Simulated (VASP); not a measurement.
# Al (P6_3/mmc) in VASP: notebook

The runs below take Al through single point, with PBE+D3(BJ).

All numbers are computed with VASP 6.6.1; they aren't measurements. Logs are shortened: lines on timing, memory, paths and dates and some standing lists are left out, and cuts for length are marked.

### Step 1. The cell of the first run

Symmetry: P6_3/mmc, No. 194, hexagonal system. Conventional cell: a = 2.657 Å, b = 2.657 Å, c = 10.439 Å, α = 90.00°, β = 90.00°, γ = 120.00°. Al (site symmetry -3m) has 12 Al at 2.66 to 3.03 Å within 3.5 Å. Within 3.5 Å of Al (site symmetry -6m2) lie 12 Al at 2.66 to 3.03 Å.

This isn't the form of Al at room conditions, which is fcc.

### Step 2. Single point, PBE+D3(BJ)

INCAR reads:

```
SYSTEM = Al
ALGO = Normal ; EDIFF = 1E-7
ENCUT = 520 ; GGA = PE
ISIF = 2 ; ISMEAR = 0
IVDW = 12 ; LASPH = .TRUE.
LCHARG = .FALSE. ; LREAL = .FALSE.
LWAVE = .FALSE. ; NBANDS = 14
NELM = 100 ; PREC = Accurate
SIGMA = 0.15
```

KPOINTS reads:

```
k-points
0
G
  18 18 4
  0 0 0
```

POSCAR reads:

```
Al
1.0
    2.6568000000      0.0000000000      0.0000000000
   -1.3284000000      2.3008562928      0.0000000000
    0.0000000000      0.0000000000     10.4387000000
Al
4
Direct
    0.0000000000      0.0000000000      0.0000000000
    0.3333333333      0.6666666667      0.2500000000
    0.0000000000      0.0000000000      0.5000000000
    0.6666666667      0.3333333333      0.7500000000
```

Potentials or basis: VASP PAW PBE potentials, release 64 (Al).

On the command line:

```console
$ cat potpaw_PBE.64/Al/POTCAR > POTCAR
$ mpirun -np 1 vasp_std > vasp.out
```

OUTCAR:

```text
SYSTEM = Al
   EDIFF = 1E-7
   ENCUT = 520
   GGA = PE
   ISIF = 2
   ISMEAR = 0
   IVDW = 12
   LASPH = .TRUE.
   LREAL = .FALSE.
   NELM = 100
   PREC = Accurate
 IVDW          = 12

 ion  position               nearest neighbor table
   1  0.000  0.000  0.000-   2 3.03   4 3.03   4 3.03   2 3.03   4 3.03   2 3.03
   2  0.333  0.667  0.250-   1 3.03   3 3.03   1 3.03   3 3.03   1 3.03   3 3.03
   3  0.000  0.000  0.500-   2 3.03   4 3.03   4 3.03   2 3.03   4 3.03   2 3.03
   4  0.667  0.333  0.750-   1 3.03   3 3.03   1 3.03   3 3.03   1 3.03   3 3.03

  LATTYP: Found a hexagonal cell.
 ALAT       =     2.6568000000
 C/A-ratio  =     3.9290499849

  Lattice vectors:

 A1 = (   2.6568000000,   0.0000000000,   0.0000000000)
 A2 = (  -1.3284000000,   2.3008562928,   0.0000000000)
 A3 = (   0.0000000000,   0.0000000000,  10.4387000000)

Analysis of symmetry for initial positions (statically):
=====================================================================
 Subroutine PRICEL returns:
 Original cell was already a primitive cell.

 Routine SETGRP: Setting up the symmetry group for a
 hexagonal supercell.

 Subroutine GETGRP returns: Found 24 space group operations
 (whereof 12 operations were pure point group operations)
 out of a pool of 24 trial point group operations.

The static configuration has the point symmetry D_3d.
 The point group associated with its full space group is D_6h.

Analysis of symmetry for dynamics (positions and initial velocities):
=====================================================================
 Subroutine PRICEL returns:
 Original cell was already a primitive cell.

 Routine SETGRP: Setting up the symmetry group for a
 hexagonal supercell.

 Subroutine GETGRP returns: Found 24 space group operations
 (whereof 12 operations were pure point group operations)
 out of a pool of 24 trial point group operations.

The dynamic configuration has the point symmetry D_3d.
 The point group associated with its full space group is D_6h.

 Subroutine INISYM returns: Found 24 space group operations
 (whereof 12 operations are pure point group operations),
 and found     1 'primitive' translations

----------------------------------------------------------------------------------------

                                     Primitive cell

  volume of cell :      63.8109

[... 104 lines left out ...]
   NUPDOWN=      -1.0000    fix difference up-down
   EMIN   =  10.00;   EMAX   =-10.00  energy-range for DOS
   EFERMI =   0.00;   METHOD = LEGACY
   ISMEAR =     0;   SIGMA  =   0.15  broadening in eV -4-tet -1-fermi 0-gaus
   EFERMI_NEDOS =   21; number of points for ismear=-14 and -15
   IALGO  =     38    algorithm
   IMIX   =      4    mixing-type and parameters
     AMIX     =   0.40;   BMIX     =  1.00
     AMIX_MAG =   1.60;   BMIX_MAG =  1.00
  volume/ion in A,a.u.               =      15.95       107.65
  Fermi-wavevector in a.u.,A,eV,Ry     =   0.937930  1.772430 11.969212  0.879712
  Thomas-Fermi vector in A             =   2.065090
   LORBIT       =      0    0 simple, 1 ext, 2 COOP (PROOUT), +10 PAW based schemes
   GGA     = PE    functional components
   LHFCALC =     F    Hartree Fock is set to
   AEXX    =    0.0000 exact exchange contribution
   IVDW    =    12    specifies the selected vdW correction
   LEPSILON=     F    determine dielectric tensor
   LRPA    =     F    only Hartree local field effects (RPA)
 non-spin polarized calculation
 Gauss-broadening in eV      SIGMA  =   0.15
  energy-cutoff  :      520.00
  volume of cell :       63.81
 maximum number of plane-waves:      1755
 NGX is ok and might be reduce to    20
   NGX =  9   NGY =  9   NGZ = 39

 number of electron      12.0000000 magnetization

 Free energy of the ion-electron system (eV)
  ---------------------------------------------------
  ext. energy  EPLUGINS =         0.00000000
  ---------------------------------------------------
  free energy    TOTEN  =       -14.52692946 eV

  energy without entropy =      -14.50532541  energy(sigma->0) =      -14.51612743

 E-fermi :   8.2552     XC(G=0): -10.2974

 val. band max:        8.2484684033   @ k =   0.3889   0.0556   0.2500
 cond. band min:       8.2687170983   @ k =   0.2778   0.2778   0.0000
 fundamental gap:      0.0202486951
 Fermi energy:         8.2551577726

 k-point     1 :       0.0000    0.0000    0.0000
  band No.  band energies     occupation
      1      -3.0493      2.00000
      2      -1.7118      2.00000
      3      -1.7116      2.00000
      4       1.7366      2.00000
      5       2.8456      2.00000
      6       8.7310      0.00001
      7       8.7333      0.00001
      8      17.1217      0.00000
      9      17.3106      0.00000
     10      21.9298      0.00000
     11      21.9298      0.00000
     12      22.1154      0.00000
     13      22.1154      0.00000
     14      22.5325      0.00000
[... 377 lines left out ...]
      1       2.5820      2.00000
      2       3.8264      2.00000
      3       3.8323      2.00000
      4       5.4027      2.00000
      5       6.6769      2.00000
      6       6.8911      2.00000
      7       7.7040      2.00000
      8       8.3213      0.53295
      9      10.0715      0.00000
     10      11.2451      0.00000
     11      12.9246      0.00000
     12      13.4081      0.00000
     13      14.0712      0.00000
     14      14.7447      0.00000

 [... further k-points ...]

------------------------ aborting loop because EDIFF is reached ----------------------------------------

 Edisp (eV)   -1.39725

 E8    (eV) :    -0.6263

  FORCE on cell =-STRESS in cart. coord.  units (eV):
  Direction    XX          YY          ZZ          XY          YZ          ZX
  --------------------------------------------------------------------------------------
  -------------------------------------------------------------------------------------
  Total       3.72954     3.72954    -3.19777     0.00000     0.00000     0.00000
  in kB      93.64213    93.64213   -80.29038     0.00000     0.00000     0.00000
  external pressure =       35.66 kB  Pullay stress =        0.00 kB

 VOLUME and BASIS-vectors are now :
 -----------------------------------------------------------------------------
  energy-cutoff  :      520.00
  volume of cell :       63.81
      direct lattice vectors                 reciprocal lattice vectors
     2.656800000  0.000000000  0.000000000     0.376392653  0.217310399  0.000000000
    -1.328400000  2.300856293  0.000000000     0.000000000  0.434620799  0.000000000
     0.000000000  0.000000000 10.438700000     0.000000000  0.000000000  0.095797369

 POSITION                                       TOTAL-FORCE (eV/Angst)
 -----------------------------------------------------------------------------------
      0.00000      0.00000      0.00000        -0.000000      0.000000      0.000000
     -0.00000      1.53390      2.60968        -0.000000      0.000000     -0.000000
      0.00000      0.00000      5.21935        -0.000000      0.000000      0.000000
      1.32840      0.76695      7.82903         0.000000     -0.000000     -0.000000
 -----------------------------------------------------------------------------------
    total drift:                               -0.000000      0.000000     -0.000000

  FREE ENERGIE OF THE ION-ELECTRON SYSTEM (eV)
  ---------------------------------------------------
  free  energy   TOTEN  =       -15.9241791352 eV

  energy  without entropy=      -15.9025750856  energy(sigma->0) =      -15.91337711
```

OSZICAR:

```text
N       E                     dE             d eps       ncg     rms          rms(c)
DAV:   1     0.699968366778E+01    0.69997E+01   -0.41311E+03  3108   0.657E+02
DAV:   2    -0.139385937629E+02   -0.20938E+02   -0.19544E+02  4016   0.920E+01
DAV:   3    -0.146346884371E+02   -0.69609E+00   -0.68154E+00  4148   0.131E+01
DAV:   4    -0.146405456150E+02   -0.58572E-02   -0.58536E-02  3796   0.143E+00
DAV:   5    -0.146406094097E+02   -0.63795E-04   -0.63794E-04  4226   0.160E-01    0.295E+00
DAV:   6    -0.145719202237E+02    0.68689E-01   -0.96438E-03  3792   0.483E-01    0.172E+00
DAV:   7    -0.145274152825E+02    0.44505E-01   -0.21953E-02  3864   0.729E-01    0.211E-01
DAV:   8    -0.145269977619E+02    0.41752E-03   -0.12996E-03  3840   0.187E-01    0.580E-02
DAV:   9    -0.145269292189E+02    0.68543E-04   -0.75291E-05  4076   0.409E-02    0.276E-02
DAV:  10    -0.145269303446E+02   -0.11258E-05   -0.57953E-06  3936   0.130E-02    0.111E-02
DAV:  11    -0.145269296341E+02    0.71053E-06   -0.83987E-08  3010   0.191E-03    0.295E-03
DAV:  12    -0.145269295338E+02    0.10036E-06   -0.46733E-09  2400   0.496E-04    0.545E-04
DAV:  13    -0.145269294589E+02    0.74897E-07   -0.76043E-10  2226   0.189E-04
   1 F= -.15924179E+02 E0= -.15913377E+02  d E =-.216040E-01
```

Wall time 31 s (1 thread of Intel Xeon 6975P-C (Granite Rapids), shared host); peak memory 0.23 GiB.

Results:

```
Free energy                : -15.9242 eV
Pressure                   : 3.6 GPa
Band gap on the k mesh     : zero (bands 6 and 7 overlap by 3.54 eV)
Dispersion energy per atom : -0.349 eV
```

Levels at points of the mesh, in eV from the Fermi level:
```tsv
k point	band 2	band 3	band 4	band 5	band 6	band 7	band 8	band 9	band 10	band 11
(0.00, 0.00, 0.00)	-9.97	-9.97	-6.52	-5.41	0.48	0.48	8.87	9.06	13.67	13.67
(0.50, 0.00, 0.00)	-4.52	-3.69	-3.58	-2.83	-2.70	0.05	0.54	1.04	1.36	6.72
(0.00, 0.00, 0.50)	-10.97	-8.33	-8.33	-2.99	-2.99	4.50	4.50	13.50	13.50	13.82
(0.50, 0.00, 0.50)	-4.38	-4.11	-4.11	-1.86	-1.86	-1.16	-1.16	3.35	3.35	3.77
```

Caveat: the cell stands under pressure.

(Part 1 of 2 ends here.)
